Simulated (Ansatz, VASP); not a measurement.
## Two plane-wave programs on Ge

POSCAR

```
Ge
1.0
    0.0000000000      2.7711609388      2.7711609388
    2.7711609388      0.0000000000      2.7711609388
    2.7711609388      2.7711609388      0.0000000000
Ge
2
Direct
    0.7500000000      0.7500000000      0.7500000000
    0.5000000000      0.5000000000      0.5000000000
```

The input INCAR.step1:

```
SYSTEM = Ge
  PREC = Accurate
  ENCUT = 520
  EDIFF = 1E-5
  ISMEAR = -1
  SIGMA = 0.05
  LREAL = .FALSE.
  LASPH = .TRUE.
  NELM = 80
  ALGO = Normal
  ISIF = 2
  LWAVE = .TRUE.
  LCHARG = .FALSE.
  GGA = PE
  NBANDS = 21
```

INCAR.step2

```
SYSTEM = Ge
  PREC = Accurate
  ENCUT = 520
  EDIFF = 1E-6
  ISMEAR = -1
  SIGMA = 0.05
  LREAL = .FALSE.
  LASPH = .TRUE.
  NELM = 80
  ALGO = Normal
  ISIF = 2
  LWAVE = .FALSE.
  LCHARG = .FALSE.
  GGA = PE
  LHFCALC = .TRUE.
  AEXX = 0.25
  PRECFOCK = Normal
  ISTART = 1
  NBANDS = 21
```

File KPOINTS:

```
regular mesh
0
G
  4 4 4
  0 0 0
```

input.yaml

```yaml
crystal:
  lattice:
    - [0.0, 2.7711609388, 2.7711609388]
    - [2.7711609388, 0.0, 2.7711609388]
    - [2.7711609388, 2.7711609388, 0.0]
  atoms:
    - { symbol: Ge, position: [0.75, 0.75, 0.75] }
    - { symbol: Ge, position: [0.5, 0.5, 0.5] }
hamiltonian:
  xc: pbe0
  pseudopotentials: { kind: paw }
kpoints:
  mp_grid: { grid: [4, 4, 4] }
scf:
  occupations: { method: fermi_dirac, width: 0.05 }
output:
  forces: true
  stress: true
  eigenvalues: true
  write_density: true
  write_potential: true
  elf: true
  volumetric_format: npy
```

Alike in both runs: task single point; functional PBE0; k mesh 4 × 4 × 4; occupations fermi-dirac, width 0.05 eV; no spin polarisation.

|  | VASP | Ansatz |
| --- | --- | --- |
| version | VASP 6.6.1 | Ansatz 0.2.0 |
| potentials or method | VASP PAW PBE potentials, release 64 (Ge_d) | Ansatz PAW |
| plane-wave cutoff (eV) | 520 | 420 |
| valence electrons in the cell | 28 | 28 |

VASP gave:

- gap on the k mesh at the Fermi level (eV): 1.83
- least direct gap on the mesh (eV): 2.34
- pressure (GPa): 6.6

Question: Which values does Ansatz return?

Answer: gap on the k mesh at the Fermi level (eV): 1.77; least direct gap on the mesh (eV): 2.27; pressure (GPa): 6.7.

The k mesh is coarse, so the values compare programs but aren't converged.
